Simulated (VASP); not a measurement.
# Ni (P6_3/mmc) in VASP: a series of runs

The runs below take Ni through single point, with r2SCAN.

Everything below comes from runs of VASP 6.6.1. Logs are shortened: lines on timing, memory, paths and dates and some standing lists are left out, and cuts for length are marked.

### 1 The cell of the first run

The structure is hexagonal, space group P6_3/mmc (No. 194). Conventional cell: a = 2.478 Å, b = 2.478 Å, c = 4.087 Å, α = 90.00°, β = 90.00°, γ = 120.00°. Within 3.3 Å of Ni (site symmetry -6m2) lie 12 Ni at 2.48 to 2.49 Å.

### 2 Single point, r2SCAN (volume scaled by 1.04)

Input file POSCAR:

```
Ni
1.0
    2.4780335603      0.0000000000      0.0000000000
   -1.2390167802      2.1460400147      0.0000000000
    0.0000000000      0.0000000000      4.0874365486
Ni
2
Direct
    0.3333333333      0.6666666667      0.2500000000
    0.6666666667      0.3333333333      0.7500000000
```

Input file INCAR.step1:

```
SYSTEM = Ni
  PREC = Accurate
  ENCUT = 520
  ISMEAR = -1
  SIGMA = 0.1
  LREAL = .FALSE.
  LASPH = .TRUE.
  NELM = 80
  NBANDS = 17
  GGA = PE
  ALGO = Normal
  EDIFF = 1E-4
  LWAVE = .TRUE.
  LCHARG = .FALSE.
```

Input file INCAR.step2:

```
SYSTEM = Ni
  PREC = Accurate
  ENCUT = 520
  EDIFF = 1E-6
  ISMEAR = -1
  SIGMA = 0.1
  LREAL = .FALSE.
  LASPH = .TRUE.
  NELM = 80
  ALGO = Normal
  ISIF = 2
  LWAVE = .FALSE.
  LCHARG = .TRUE.
  METAGGA = R2SCAN
  LMIXTAU = .TRUE.
  LELF = .TRUE.
  LVHAR = .TRUE.
  NBANDS = 17
  ISTART = 1
```

Input file KPOINTS:

```
Automatic mesh
0
G
  17 17 9
  0 0 0
```

Potentials or basis: VASP PAW PBE potentials, release 64 (Ni).

The run is started by

```console
$ cat potpaw_PBE.64/Ni/POTCAR > POTCAR
$ cp INCAR.step1 INCAR
$ mpirun -np 1 vasp_std > vasp.out
$ cp INCAR.step2 INCAR
$ mpirun -np 1 vasp_std > vasp.out
```

OUTCAR:

```text
SYSTEM = Ni
   PREC = Accurate
   ENCUT = 520
   EDIFF = 1E-6
   ISMEAR = -1
   LREAL = .FALSE.
   LASPH = .TRUE.
   NELM = 80
   ISIF = 2
   METAGGA = R2SCAN
   ISTART = 1

 ion  position               nearest neighbor table
   1  0.333  0.667  0.250-   2 2.49   2 2.49   2 2.49   2 2.49   2 2.49   2 2.49
   2  0.667  0.333  0.750-   1 2.49   1 2.49   1 2.49   1 2.49   1 2.49   1 2.49

  LATTYP: Found a hexagonal cell.
 ALAT       =     2.4780335603
 C/A-ratio  =     1.6494677934

  Lattice vectors:

 A1 = (   2.4780335603,   0.0000000000,   0.0000000000)
 A2 = (  -1.2390167802,   2.1460400147,   0.0000000000)
 A3 = (   0.0000000000,   0.0000000000,   4.0874365486)

Analysis of symmetry for initial positions (statically):
=====================================================================
 Subroutine PRICEL returns:
 Original cell was already a primitive cell.

 Routine SETGRP: Setting up the symmetry group for a
 hexagonal supercell.

 Subroutine GETGRP returns: Found 24 space group operations
 (whereof 12 operations were pure point group operations)
 out of a pool of 24 trial point group operations.

The static configuration has the point symmetry D_3d.
 The point group associated with its full space group is D_6h.

Analysis of symmetry for dynamics (positions and initial velocities):
=====================================================================
 Subroutine PRICEL returns:
 Original cell was already a primitive cell.

 Routine SETGRP: Setting up the symmetry group for a
 hexagonal supercell.

 Subroutine GETGRP returns: Found 24 space group operations
 (whereof 12 operations were pure point group operations)
 out of a pool of 24 trial point group operations.

The dynamic configuration has the point symmetry D_3d.
 The point group associated with its full space group is D_6h.

 Subroutine INISYM returns: Found 24 space group operations
 (whereof 12 operations are pure point group operations),
 and found     1 'primitive' translations

----------------------------------------------------------------------------------------

                                     Primitive cell

  volume of cell :      21.7368

  direct lattice vectors                    reciprocal lattice vectors
     2.478033560  0.000000000  0.000000000     0.403545786  0.232987268  0.000000000
    -1.239016780  2.146040015  0.000000000     0.000000000  0.465974536  0.000000000
     0.000000000  0.000000000  4.087436549     0.000000000  0.000000000  0.244652116

  length of vectors
     2.478033560  2.478033560  4.087436549     0.465974536  0.465974536  0.244652116

  position of ions in fractional coordinates (direct lattice)
     0.333333333  0.666666667  0.250000000
     0.666666667  0.333333333  0.750000000

  ion indices of the primitive-cell ions
   primitive index   ion index
                 1           1
                 2           2

----------------------------------------------------------------------------------------

 KPOINTS: Automatic mesh

Automatic generation of k-mesh.
 Grid dimensions read from file:
 generate k-points for:   17   17    9

 Generating k-lattice:

  Cartesian coordinates                     Fractional coordinates (reciprocal lattice)
     0.023737987  0.013705133  0.000000000     0.058823529 -0.000000000  0.000000000
     0.000000000  0.027410267  0.000000000     0.000000000  0.058823529  0.000000000
     0.000000000  0.000000000  0.027183568     0.000000000  0.000000000  0.111111111

  Length of vectors
     0.027410267  0.027410267  0.027183568

  Shift w.r.t. Gamma in fractional coordinates (k-lattice)
     0.000000000  0.000000000  0.000000000

 Subroutine IBZKPT returns following result:
 ===========================================

 Found    165 irreducible k-points:

 Following reciprocal coordinates:
            Coordinates               Weight
  0.000000  0.000000  0.000000      1.000000
  0.058824  0.000000  0.000000      6.000000
  0.117647  0.000000  0.000000      6.000000
  0.176471 -0.000000  0.000000      6.000000
  0.235294  0.000000  0.000000      6.000000
  0.294118 -0.000000  0.000000      6.000000
[... 16 lines left out ...]
  0.411765  0.117647  0.000000     12.000000
  0.176471  0.176471  0.000000      6.000000
 [... further k-points ...]
   k-points           NKPTS =    165   k-points in BZ     NKDIM =    165   number of bands    NBANDS=     17
   number of dos      NEDOS =    301   number of ions     NIONS =      2
   total plane-waves  NPLWV =   9720
   dimension x,y,z NGX =    18 NGY =   18 NGZ =   30
   dimension x,y,z NGXF=    36 NGYF=   36 NGZF=   60
   ions per type =               2
   NGX,Y,Z   is equivalent  to a cutoff of  12.08, 12.08, 12.20 a.u.
   NGXF,Y,Z  is equivalent  to a cutoff of  24.15, 24.15, 24.40 a.u.
 SYSTEM =  Ni
   PREC   = accura    normal or accurate (medium, high low for compatibility)
   ISTART =      1    job   : 0-new  1-cont  2-samecut
   ICHARG =      0    charge: 1-file 2-atom 10-const
   ISPIN  =      1    spin polarized calculation?
   LNONCOLLINEAR =      F non collinear calculations
   LSORBIT =      F    spin-orbit coupling
   LASPH  =      T    aspherical Exc in radial PAW
   ENCUT  =  520.0 eV  38.22 Ry    6.18 a.u.   4.61  4.61  7.60*2*pi/ulx,y,z
   NELM   =     80;   NELMIN=  2; NELMDL=  0     # of ELM steps
   EDIFF  = 0.1E-05   stopping-criterion for ELM
   LREAL  =      F    real-space projection
   EDIFFG = 0.1E-04   stopping-criterion for IOM
   NSW    =      0    number of steps for IOM
   IBRION =     -1    ionic relax: 0-MD 1-quasi-New 2-CG
   NFREE  =      0    steps in history (QN), initial steepest desc. (CG)
   ISIF   =      2    stress and relaxation
   ISYM   =      2    0-nonsym 1-usesym 2-fastsym
   POTIM  = 0.5000    time-step for ionic-motion
   TEBEG  =    0.0;   TEEND  =   0.0 temperature during run
   PSTRESS=    0.0 pullay stress
   NELECT =      20.0000    total number of electrons
   NUPDOWN=      -1.0000    fix difference up-down
   EMIN   =  10.00;   EMAX   =-10.00  energy-range for DOS
   EFERMI =   0.00;   METHOD = LEGACY
   ISMEAR =    -1;   SIGMA  =   0.10  broadening in eV -4-tet -1-fermi 0-gaus
   EFERMI_NEDOS =   21; number of points for ismear=-14 and -15
   IALGO  =     38    algorithm
   IMIX   =      4    mixing-type and parameters
     AMIX     =   0.40;   BMIX     =  1.00
     AMIX_MAG =   1.60;   BMIX_MAG =  1.00
  volume/ion in A,a.u.               =      10.87        73.34
  Fermi-wavevector in a.u.,A,eV,Ry     =   1.592280  3.008973 34.495615  2.535356
  Thomas-Fermi vector in A             =   2.690690
   LORBIT       =      0    0 simple, 1 ext, 2 COOP (PROOUT), +10 PAW based schemes
   METAGGA = R2SCAN    functional components
   LHFCALC =     F    Hartree Fock is set to
   AEXX    =    0.0000 exact exchange contribution
   IVDW    =     0    specifies the selected vdW correction
   LEPSILON=     F    determine dielectric tensor
   LRPA    =     F    only Hartree local field effects (RPA)
 non-spin polarized calculation
  energy-cutoff  :      520.00
  volume of cell :       21.74
 maximum number of plane-waves:       598
   NGX =  9   NGY =  9   NGZ = 15

 number of electron      20.0000010 magnetization

 Free energy of the ion-electron system (eV)
  ---------------------------------------------------
  ext. energy  EPLUGINS =         0.00000000
  ---------------------------------------------------
  free energy    TOTEN  =       -23.67384524 eV

  energy without entropy =      -23.48958763  energy(sigma->0) =      -23.58171643

 E-fermi :   9.0115     XC(G=0): -14.3578

 val. band max:        9.0114263441   @ k =   0.4706   0.0000   0.3333
 cond. band min:       9.0119877313   @ k =   0.4118   0.1765   0.2222
 fundamental gap:      0.0005613872
 Fermi energy:         9.0114675953

 k-point     1 :       0.0000    0.0000    0.0000
  band No.  band energies     occupation
      1      -0.1761      2.00000
      2       4.4370      2.00000
      3       7.0818      2.00000
      4       7.1604      2.00000
      5       7.1605      2.00000
      6       7.4354      2.00000
[... 9 lines left out ...]
     16      34.9944      0.00000
     17      35.5117      0.00000

 k-point     2 :       0.0588    0.0000    0.0000
  band No.  band energies     occupation
      1      -0.0498      2.00000
      2       4.5171      2.00000
      3       6.9845      2.00000
      4       7.2152      2.00000
      5       7.2413      2.00000
      6       7.4060      2.00000
[... 9 lines left out ...]
     16      33.5347      0.00000
     17      35.5863      0.00000

 k-point     3 :       0.1176    0.0000    0.0000
  band No.  band energies     occupation
      1       0.3239      2.00000
      2       4.7401      2.00000
      3       6.8184      2.00000
      4       7.2211      2.00000
      5       7.2855      2.00000
      6       7.3745      2.00000
[... 9 lines left out ...]
     16      32.4601      0.00000
     17      35.4742      0.00000

 k-point     4 :       0.1765   -0.0000    0.0000
  band No.  band energies     occupation
      1       0.9286      2.00000
      2       5.0465      2.00000
      3       6.6298      2.00000
      4       6.6464      2.00000
      5       7.1753      2.00000
      6       7.6053      2.00000
[... 9 lines left out ...]
     16      31.6599      0.00000
     17      33.2268      0.00000
[... 343 lines left out ...]
      1       4.5916      2.00000
      2       5.3144      2.00000
      3       5.4131      2.00000
      4       6.4309      2.00000
      5       6.9712      2.00000
      6       7.2169      2.00000
[... 9 lines left out ...]
     16      24.1270      0.00000
     17      25.4348      0.00000

 k-point    23 :       0.4118    0.1176    0.0000
  band No.  band energies     occupation
      1       4.9476      2.00000
      2       5.2006      2.00000
      3       5.3425      2.00000
      4       6.6028      2.00000
      5       6.9896      2.00000
      6       7.1025      2.00000
[... 9 lines left out ...]
     16      22.5326      0.00000
     17      23.9993      0.00000

 k-point    24 :       0.1765    0.1765    0.0000
  band No.  band energies     occupation
      1       2.8961      2.00000
      2       5.6907      2.00000
      3       5.8277      2.00000
      4       6.0860      2.00000
      5       7.0476      2.00000
      6       7.1355      2.00000
[... 9 lines left out ...]
     16      29.6985      0.00000
     17      30.2077      0.00000

 [... further k-points ...]

------------------------ aborting loop because EDIFF is reached ----------------------------------------

  FORCE on cell =-STRESS in cart. coord.  units (eV):
  Direction    XX          YY          ZZ          XY          YZ          ZX
  --------------------------------------------------------------------------------------
  -------------------------------------------------------------------------------------
  Total       -1.0087405     -1.0087405     -1.0283276      0.0000000      0.0000000      0.0000000
  in kB      -74.3522344    -74.3522344    -75.7959590      0.0000000      0.0000000      0.0000000
  external PRESSURE =     -74.8334760 kB  Pullay stress =       0.0000000 kB

 VOLUME and BASIS-vectors are now :
 -----------------------------------------------------------------------------
  energy-cutoff  :      520.00
  volume of cell :       21.74
      direct lattice vectors                 reciprocal lattice vectors
     2.478033560  0.000000000  0.000000000     0.403545786  0.232987268  0.000000000
    -1.239016780  2.146040015  0.000000000     0.000000000  0.465974536  0.000000000
     0.000000000  0.000000000  4.087436549     0.000000000  0.000000000  0.244652116

 POSITION                                       TOTAL-FORCE (eV/Angst)
 -----------------------------------------------------------------------------------
     -0.00000      1.43069      1.02186         0.000000     -0.000000      0.000000
      1.23902      0.71535      3.06558        -0.000000      0.000000      0.000000
 -----------------------------------------------------------------------------------
    total drift:                                0.000000     -0.000000     -0.000000

  FREE ENERGIE OF THE ION-ELECTRON SYSTEM (eV)
  ---------------------------------------------------
  free  energy   TOTEN  =       -23.6738452369 eV

  energy  without entropy=      -23.4895876274  energy(sigma->0) =      -23.58171643
```

Wall time 2.6 min (1 thread of Intel Xeon Platinum 8488C (Sapphire Rapids), shared host); peak memory 0.17 GiB.

Results:

| Property | Result |
| --- | --- |
| Free energy | -23.6738 eV |
| Pressure | -7.5 GPa |
| Band gap on the k mesh | zero (band 10 reaches 9.10 eV, above the bottom of band 11 at 8.59 eV) |

Caveat: the PAW data sets were made with another functional, which shifts forces and pressure a little; the run has no spin polarisation, though such a crystal can be magnetic. Spin polarisation is off, so any magnetic state and its effect on volume and gap are missing.

### 3 Single point, r2SCAN (volume scaled by 1.08)

Input file POSCAR:

```
Ni
1.0
    2.5094044040      0.0000000000      0.0000000000
   -1.2547022020      2.1732079622      0.0000000000
    0.0000000000      0.0000000000      4.1391817450
Ni
2
Direct
    0.3333333333      0.6666666667      0.2500000000
    0.6666666667      0.3333333333      0.7500000000
```

Input file INCAR.step1:

```
PREC = Accurate
ENCUT = 520
ISMEAR = -1
SIGMA = 0.1
LREAL = F
LASPH = T
NELM = 60
NBANDS = 17
GGA = PE
ALGO = Normal
EDIFF = 1E-4
LWAVE = T
LCHARG = F
```

Input file INCAR.step2:

```
PREC = Accurate
ENCUT = 520
EDIFF = 1E-6
ISMEAR = -1
SIGMA = 0.1
LREAL = F
LASPH = T
NELM = 60
ALGO = Normal
ISIF = 2
LWAVE = F
LCHARG = F
METAGGA = R2SCAN
LMIXTAU = T
NBANDS = 17
ISTART = 1
```

Input file KPOINTS:

```
Automatic mesh
0
Gamma
  17 17 9
```

Potentials or basis: VASP PAW PBE potentials, release 64 (Ni).

The run is started by

```console
$ cat potpaw_PBE.64/Ni/POTCAR > POTCAR
$ cp INCAR.step1 INCAR
$ mpirun -np 1 vasp_std > vasp.out
$ cp INCAR.step2 INCAR
$ mpirun -np 1 vasp_std > vasp.out
```

It took 2.6 min on 1 thread of Intel Xeon Platinum 8488C (Sapphire Rapids), shared host; peak memory 0.18 GiB.

Results (log left out):

| Property | Result |
| --- | --- |
| Free energy | -23.6175 eV |
| Pressure | -13.8 GPa |
| Band gap on the k mesh | zero (band 10 reaches 8.57 eV, above the bottom of band 11 at 8.08 eV) |

Stress tensor (GPa, compression positive):
```
-13.78   0.00   0.00
  0.00 -13.78   0.00
  0.00   0.00 -13.93
```

Levels at points of the mesh, in eV from the Fermi level:
```csv
k point,band 7,band 8,band 9,band 10,band 11,band 12,band 13,band 14
"(0.00, 0.00, 0.00)",-1.49,-1.09,-1.09,-0.20,-0.19,-0.19,5.94,23.39
```

Caveat: the PAW data sets were made with another functional, which shifts forces and pressure a little; the run has no spin polarisation, though such a crystal can be magnetic.
